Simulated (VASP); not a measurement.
The system is V.

```
V
1.0
     2.60429    0.00000    0.00000
    -1.30215    2.25538    0.00000
     0.00000    0.00000    4.72334
V
2
Direct
  0.33333 0.66667 0.25000
  0.66667 0.33333 0.75000
```

Base run:

* Program: VASP 6.6.1
* Functional: PBE
* Dispersion: D3(BJ)
* Potentials or basis: VASP PAW PBE potentials, release 64 (V_sv)
* Cutoff: 520 eV
* k mesh: 12 × 12 × 6
* Occupations: fermi-dirac, width 0.05 eV
* Spin: collinear spin, ferromagnetic start
* Starting moments: [2.0, 2.0] μB

Its results: band gap on the k mesh zero (filled and empty bands overlap); pressure -8.2 GPa; net moment 0.00 μB per cell.

Q: The run is repeated on the same cell with these changes: dispersion from D3(BJ) to none. What comes out?

A: Band gap on the k mesh zero (filled and empty bands overlap); pressure -0.3 GPa; net moment 0.00 μB per cell.

Dispersion adds attraction, which lowers the pressure at fixed volume and, as a term added to the energy, leaves the levels alone.

Caveats: three body term missing (some runs); pairwise dispersion overbinds metals, which lowers pressure and volume (some runs).
